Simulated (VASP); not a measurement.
# InAs in VASP: single point with PBEsol

Aim: the single point of InAs with PBEsol.

Program: VASP 6.6.1. These are calculated values, not measurements. Logs are shortened: lines on timing, memory, paths and dates and some standing lists are left out, and cuts for length are marked.

## (1) The cell of the first run

The cell holds a slab with vacuum, 14 atoms: a = 6.088 Å, b = 4.305 Å, c = 29.430 Å, α = 90.00°, β = 90.00°, γ = 90.00°.

## (2) Single point, PBEsol

File INCAR:

```
PREC = Accurate
ENCUT = 520
EDIFF = 1E-6
ISMEAR = 0
SIGMA = 0.1
LREAL = False
LASPH = True
NELM = 80
ALGO = Normal
ISIF = 2
LWAVE = False
LCHARG = True
LDIPOL = True
IDIPOL = 3
DIPOL = 0.5 0.5 0.500
GGA = PS
LELF = True
LVHAR = True
LVACPOTAV = True
NBANDS = 76
```

File KPOINTS:

```
regular mesh
0
Gamma
  2 4 1
```

File POSCAR:

```
InAs
1.0
    6.0883022620      0.0000000000      0.0000000000
    0.0000000000      4.3050798150      0.0000000000
    0.0000000000      0.0000000000     29.4299668260
In As
7 7
Direct
    0.5585411014      0.5000000000      0.2975215249
    0.9812320557      0.0000000000      0.3503521724
    0.4872536603      0.5000000000      0.4277709437
    0.9837367117      0.0000000000      0.5000003478
    0.4872471250      0.5000000000      0.5722310182
    0.9812208386      0.9999999999      0.6496478727
    0.5585318873      0.5000000000      0.7024793259
    0.7676803931      0.9999999999      0.2718317709
    0.2321014473      0.5000000000      0.3547966901
    0.7393068081      0.9999999999      0.4258786988
    0.2340846670      0.5000000000      0.5000002965
    0.7393000205      0.9999999999      0.5741204565
    0.2320909358      0.5000000000      0.6452041654
    0.7676723481      0.0000000000      0.7281682291
```

Potentials or basis: VASP PAW PBE potentials, release 64 (In_d, As).

Command:

```bash
cat potpaw_PBE.64/In_d/POTCAR potpaw_PBE.64/As/POTCAR > POTCAR
mpirun -np 1 vasp_std > vasp.out
```

OUTCAR:

```text
PREC = Accurate
   ENCUT = 520
   EDIFF = 1E-6
   ISMEAR = 0
   LREAL = False
   LASPH = True
   NELM = 80
   ISIF = 2
   GGA = PS

 ion  position               nearest neighbor table
   1  0.559  0.500  0.298-   9 2.61   8 2.61   8 2.61   2 3.70   2 3.70   3 3.86
   2  0.981  0.000  0.350-   9 2.64   9 2.64   8 2.65  10 2.67   1 3.70   1 3.70
   3  0.487  0.500  0.428-  11 2.63  10 2.64  10 2.64   9 2.65   1 3.86
   4  0.984  0.000  0.500-  11 2.64  11 2.64  12 2.64  10 2.64
   5  0.487  0.500  0.572-  11 2.63  12 2.64  12 2.64  13 2.65   7 3.86
   6  0.981  1.000  0.650-  13 2.64  13 2.64  14 2.65  12 2.67   7 3.70   7 3.70
   7  0.559  0.500  0.702-  13 2.61  14 2.61  14 2.61   6 3.70   6 3.70   5 3.86
   8  0.768  1.000  0.272-   1 2.61   1 2.61   2 2.65
   9  0.232  0.500  0.355-   1 2.61   2 2.64   2 2.64   3 2.65
  10  0.739  1.000  0.426-   4 2.64   3 2.64   3 2.64   2 2.67
  11  0.234  0.500  0.500-   3 2.63   5 2.63   4 2.64   4 2.64
  12  0.739  1.000  0.574-   4 2.64   5 2.64   5 2.64   6 2.67
  13  0.232  0.500  0.645-   7 2.61   6 2.64   6 2.64   5 2.65
  14  0.768  0.000  0.728-   7 2.61   7 2.61   6 2.65

  LATTYP: Found a simple orthorhombic cell.
 ALAT       =     4.3050798150
 B/A-ratio  =     1.4142135625
 C/A-ratio  =     6.8361024861

  Lattice vectors:

 A1 = (   0.0000000000,  -4.3050798150,   0.0000000000)
 A2 = (   6.0883022620,   0.0000000000,   0.0000000000)
 A3 = (   0.0000000000,   0.0000000000,  29.4299668260)

Analysis of symmetry for initial positions (statically):
=====================================================================
 Subroutine PRICEL returns:
 Original cell was already a primitive cell.

 Routine SETGRP: Setting up the symmetry group for a
 simple orthorhombic supercell.

 Subroutine GETGRP returns: Found  2 space group operations
 (whereof  2 operations were pure point group operations)
 out of a pool of  8 trial point group operations.

The static configuration has the point symmetry C_1h.

Analysis of symmetry for dynamics (positions and initial velocities):
=====================================================================
 Subroutine PRICEL returns:
 Original cell was already a primitive cell.

 Routine SETGRP: Setting up the symmetry group for a
 simple orthorhombic supercell.

 Subroutine GETGRP returns: Found  2 space group operations
 (whereof  2 operations were pure point group operations)
 out of a pool of  8 trial point group operations.

The dynamic configuration has the point symmetry C_1h.

 Subroutine INISYM returns: Found  2 space group operations
 (whereof  2 operations are pure point group operations),
 and found     1 'primitive' translations

----------------------------------------------------------------------------------------

                                     Primitive cell

  volume of cell :     771.3779

  direct lattice vectors                    reciprocal lattice vectors
     6.088302262  0.000000000  0.000000000     0.164249401  0.000000000  0.000000000
     0.000000000  4.305079815  0.000000000     0.000000000  0.232283731  0.000000000
     0.000000000  0.000000000 29.429966826     0.000000000  0.000000000  0.033978971

  length of vectors
     6.088302262  4.305079815 29.429966826     0.164249401  0.232283731  0.033978971

  position of ions in fractional coordinates (direct lattice)
     0.558541101  0.500000000  0.297521525
     0.981232056  0.000000000  0.350352172
     0.487253660  0.500000000  0.427770944
     0.983736712  0.000000000  0.500000348
     0.487247125  0.500000000  0.572231018
     0.981220839  1.000000000  0.649647873
     0.558531887  0.500000000  0.702479326
     0.767680393  1.000000000  0.271831771
     0.232101447  0.500000000  0.354796690
     0.739306808  1.000000000  0.425878699
     0.234084667  0.500000000  0.500000296
     0.739300020  1.000000000  0.574120456
     0.232090936  0.500000000  0.645204165
     0.767672348  0.000000000  0.728168229

  ion indices of the primitive-cell ions
   primitive index   ion index
                 1           1
                 2           2
                 3           3
                 4           4
                 5           5
                 6           6
                 7           7
                 8           8
                 9           9
                10          10
                11          11
                12          12
                13          13
                14          14

----------------------------------------------------------------------------------------

 KPOINTS: regular mesh

Automatic generation of k-mesh.
 Grid dimensions read from file:
 generate k-points for:    2    4    1

 Generating k-lattice:

  Cartesian coordinates                     Fractional coordinates (reciprocal lattice)
     0.082124701  0.000000000  0.000000000     0.500000000  0.000000000  0.000000000
     0.000000000  0.058070933  0.000000000     0.000000000  0.250000000  0.000000000
     0.000000000  0.000000000  0.033978971     0.000000000  0.000000000  1.000000000

  Length of vectors
     0.082124701  0.058070933  0.033978971

  Shift w.r.t. Gamma in fractional coordinates (k-lattice)
     0.000000000  0.000000000  0.000000000

 Subroutine IBZKPT returns following result:
 ===========================================

 Found      6 irreducible k-points:

 Following reciprocal coordinates:
            Coordinates               Weight
  0.000000  0.000000  0.000000      1.000000
  0.500000  0.000000  0.000000      1.000000
  0.000000  0.250000  0.000000      2.000000
  0.500000  0.250000  0.000000      2.000000
  0.000000  0.500000  0.000000      1.000000
  0.500000  0.500000  0.000000      1.000000
   k-points           NKPTS =      6   k-points in BZ     NKDIM =      6   number of bands    NBANDS=     76
   number of dos      NEDOS =    301   number of ions     NIONS =     14
   total plane-waves  NPLWV = 344064
   dimension x,y,z NGX =    48 NGY =   32 NGZ =  224
   dimension x,y,z NGXF=    96 NGYF=   64 NGZF=  448
   ions per type =               7   7
   NGX,Y,Z   is equivalent  to a cutoff of  13.11, 12.36, 12.65 a.u.
   NGXF,Y,Z  is equivalent  to a cutoff of  26.21, 24.71, 25.31 a.u.
 SYSTEM =  unknown system
   PREC   = accura    normal or accurate (medium, high low for compatibility)
   ISTART =      0    job   : 0-new  1-cont  2-samecut
   ICHARG =      2    charge: 1-file 2-atom 10-const
   ISPIN  =      1    spin polarized calculation?
   LNONCOLLINEAR =      F non collinear calculations
   LSORBIT =      F    spin-orbit coupling
   LASPH  =      T    aspherical Exc in radial PAW
   ENCUT  =  520.0 eV  38.22 Ry    6.18 a.u.  11.32  8.00 54.72*2*pi/ulx,y,z
   NELM   =     80;   NELMIN=  2; NELMDL= -5     # of ELM steps
   EDIFF  = 0.1E-05   stopping-criterion for ELM
   LREAL  =      F    real-space projection
   EDIFFG = 0.1E-04   stopping-criterion for IOM
   NSW    =      0    number of steps for IOM
   IBRION =     -1    ionic relax: 0-MD 1-quasi-New 2-CG
   NFREE  =      0    steps in history (QN), initial steepest desc. (CG)
   ISIF   =      2    stress and relaxation
   ISYM   =      2    0-nonsym 1-usesym 2-fastsym
   POTIM  = 0.5000    time-step for ionic-motion
   TEBEG  =    0.0;   TEEND  =   0.0 temperature during run
   PSTRESS=    0.0 pullay stress
   NELECT =     126.0000    total number of electrons
   NUPDOWN=      -1.0000    fix difference up-down
   EMIN   =  10.00;   EMAX   =-10.00  energy-range for DOS
   EFERMI =   0.00;   METHOD = LEGACY
   ISMEAR =     0;   SIGMA  =   0.10  broadening in eV -4-tet -1-fermi 0-gaus
   EFERMI_NEDOS =   21; number of points for ismear=-14 and -15
   IALGO  =     38    algorithm
   IMIX   =      4    mixing-type and parameters
     AMIX     =   0.40;   BMIX     =  1.00
     AMIX_MAG =   1.60;   BMIX_MAG =  1.00
  volume/ion in A,a.u.               =      55.10       371.82
  Fermi-wavevector in a.u.,A,eV,Ry     =   0.894903  1.691121 10.896244  0.800851
  Thomas-Fermi vector in A             =   2.017167
   LORBIT       =      0    0 simple, 1 ext, 2 COOP (PROOUT), +10 PAW based schemes
   GGA     = PS    functional components
   LHFCALC =     F    Hartree Fock is set to
   AEXX    =    0.0000 exact exchange contribution
   IVDW    =     0    specifies the selected vdW correction
   LEPSILON=     F    determine dielectric tensor
   LRPA    =     F    only Hartree local field effects (RPA)
 non-spin polarized calculation
 Gauss-broadening in eV      SIGMA  =   0.10
  energy-cutoff  :      520.00
  volume of cell :      771.38
 maximum number of plane-waves:     20860
 NGX is ok and might be reduce to    48
   NGX = 23   NGY = 17   NGZ =109

 dipolmoment           0.000000      0.000000      0.000003 electrons x Angstroem

 number of electron     126.0000011 magnetization

 dipolmoment           0.000000      0.000000     -0.000008 electrons x Angstroem

 Free energy of the ion-electron system (eV)
  ---------------------------------------------------
  ext. energy  EPLUGINS =         0.00000000
  ---------------------------------------------------
  free energy    TOTEN  =       -57.44867089 eV

  energy without entropy =      -57.44854714  energy(sigma->0) =      -57.44860901

 E-fermi :   0.0148     XC(G=0):  -5.1364

 val. band max:       -0.2028455030   @ k =   0.0000   0.0000   0.0000
 cond. band min:       0.2324041111   @ k =   0.0000   0.0000   0.0000
 fundamental gap:      0.4352496141
 Fermi energy:         0.0147799631

 k-point     1 :       0.0000    0.0000    0.0000
  band No.  band energies     occupation
      1     -14.7231      2.00000
      2     -14.7228      2.00000
      3     -14.6560      2.00000
      4     -14.6486      2.00000
      5     -14.6159      2.00000
      6     -14.5857      2.00000
[... 67 lines left out ...]
     74       3.6336      0.00000
     75       3.7784      0.00000

 k-point     2 :       0.5000    0.0000    0.0000
  band No.  band energies     occupation
      1     -14.7417      2.00000
      2     -14.7412      2.00000
      3     -14.6326      2.00000
      4     -14.6311      2.00000
      5     -14.5890      2.00000
      6     -14.5679      2.00000
[... 67 lines left out ...]
     74       3.3691      0.00000
     75       3.5171      0.00000

 k-point     3 :       0.0000    0.2500    0.0000
  band No.  band energies     occupation
      1     -14.7233      2.00000
      2     -14.7226      2.00000
      3     -14.6456      2.00000
      4     -14.6439      2.00000
      5     -14.6244      2.00000
      6     -14.6011      2.00000
[... 67 lines left out ...]
     74       3.1749      0.00000
     75       3.6254      0.00000

 k-point     4 :       0.5000    0.2500    0.0000
  band No.  band energies     occupation
      1     -14.7233      2.00000
      2     -14.7226      2.00000
      3     -14.6344      2.00000
      4     -14.6336      2.00000
      5     -14.6034      2.00000
      6     -14.5885      2.00000
[... 67 lines left out ...]
     74       3.8843      0.00000
     75       4.0609      0.00000

 k-point     5 :       0.0000    0.5000    0.0000
  band No.  band energies     occupation
      1     -14.7288      2.00000
      2     -14.7270      2.00000
      3     -14.6565      2.00000
      4     -14.6553      2.00000
      5     -14.6283      2.00000
      6     -14.6118      2.00000
[... 67 lines left out ...]
     74       2.8625      0.00000
     75       2.8724      0.00000

 k-point     6 :       0.5000    0.5000    0.0000
  band No.  band energies     occupation
      1     -14.7031      2.00000
      2     -14.7019      2.00000
      3     -14.6489      2.00000
      4     -14.6485      2.00000
      5     -14.6175      2.00000
      6     -14.5969      2.00000
[... 67 lines left out ...]
     74       3.9214      0.00000
     75       4.0614      0.00000
 [bands above 75 left out]

------------------------ aborting loop because EDIFF is reached ----------------------------------------

  FORCE on cell =-STRESS in cart. coord.  units (eV):
  Direction    XX          YY          ZZ          XY          YZ          ZX
  --------------------------------------------------------------------------------------
  -------------------------------------------------------------------------------------
  Total       -1.2874064     -0.8424661      0.1742482      0.0000000      0.0000000     -0.0000828
  in kB       -2.6739855     -1.7498299      0.3619193      0.0000000      0.0000000     -0.0001721
  external PRESSURE =      -1.3539654 kB  Pullay stress =       0.0000000 kB

 VOLUME and BASIS-vectors are now :
 -----------------------------------------------------------------------------
  energy-cutoff  :      520.00
  volume of cell :      771.38
      direct lattice vectors                 reciprocal lattice vectors
     6.088302262  0.000000000  0.000000000     0.164249401  0.000000000  0.000000000
     0.000000000  4.305079815  0.000000000     0.000000000  0.232283731  0.000000000
     0.000000000  0.000000000 29.429966826     0.000000000  0.000000000  0.033978971

 POSITION                                       TOTAL-FORCE (eV/Angst)
 -----------------------------------------------------------------------------------
      3.40057      2.15254      8.75605        -0.016517      0.000000     -0.008134
      5.97404      0.00000     10.31085         0.017364      0.000000      0.009358
      2.96655      2.15254     12.58928         0.011756      0.000000      0.006259
      5.98929      0.00000     14.71499         0.011616      0.000000     -0.000107
      2.96651      2.15254     16.84074         0.011732      0.000000     -0.006432
      5.97397      4.30508     19.11912         0.017370      0.000000     -0.009478
      3.40051      2.15254     20.67394        -0.016573      0.000000      0.008074
      4.67387      4.30508      8.00000        -0.003427      0.000000     -0.018221
      1.41310      2.15254     10.44165         0.002297      0.000000     -0.002768
      4.50112      4.30508     12.53360        -0.014041      0.000000     -0.003114
      1.42518      2.15254     14.71499        -0.006483      0.000000      0.000072
      4.50108      4.30508     16.89635        -0.014012      0.000000      0.003351
      1.41304      2.15254     18.98834         0.002341      0.000000      0.002841
      4.67382      0.00000     21.42997        -0.003423      0.000000      0.018299
 -----------------------------------------------------------------------------------
    total drift:                                0.000280      0.000000      0.000004

  FREE ENERGIE OF THE ION-ELECTRON SYSTEM (eV)
  ---------------------------------------------------
  free  energy   TOTEN  =       -57.4486708867 eV

  energy  without entropy=      -57.4485471370  energy(sigma->0) =      -57.44860901

 vacuum level on the upper side and lower side of the slab         4.606         4.606
```

Run time: 18 min. Hardware: 1 thread of Intel Xeon Platinum 8259CL at 2.50GHz (Skylake/Cascade Lake), shared host; peak memory 0.8 GiB.

What came out:

| Quantity | Value |
| --- | --- |
| Free energy | -57.4487 eV |
| Largest force | 0.020 eV/Å |
| Band gap on the k mesh | 0.44 eV |

Forces in eV/Å, atoms in the order of the input:
```
In  -0.017  0.000 -0.008
In   0.017  0.000  0.009
In   0.012  0.000  0.006
In   0.012  0.000  0.000
In   0.012  0.000 -0.006
In   0.017  0.000 -0.009
In  -0.017  0.000  0.008
As  -0.003  0.000 -0.018
As   0.002  0.000 -0.003
As  -0.014  0.000 -0.003
As  -0.006  0.000  0.000
As  -0.014  0.000  0.003
As   0.002  0.000  0.003
As  -0.003  0.000  0.018
```

Levels at points of the mesh, in eV from the valence-band top:
```tsv
k point	band 59	band 60	band 61	band 62	band 63	band 64	band 65	band 66	band 67	band 68
(0.00, 0.00, 0.00)	-0.46	-0.37	-0.32	-0.16	0.00	0.44	1.30	1.55	1.71	1.78
(0.50, 0.00, 0.00)	-1.02	-0.93	-0.89	-0.87	-0.73	0.93	1.10	1.48	1.55	1.96
(0.00, 0.50, 0.00)	-1.60	-1.53	-1.27	-1.17	-0.90	0.81	1.11	1.90	2.02	2.11
(0.50, 0.50, 0.00)	-1.43	-1.28	-1.10	-0.77	-0.76	0.86	1.54	1.62	2.65	2.69
```

Caveat: the k points lie up to 0.52 Å⁻¹ apart; semilocal functionals underestimate gaps, and a narrow one can read as zero; the PAW data sets were made with another functional, which shifts forces and pressure a little; spin-orbit coupling is left out, which moves the levels of the heavy elements.
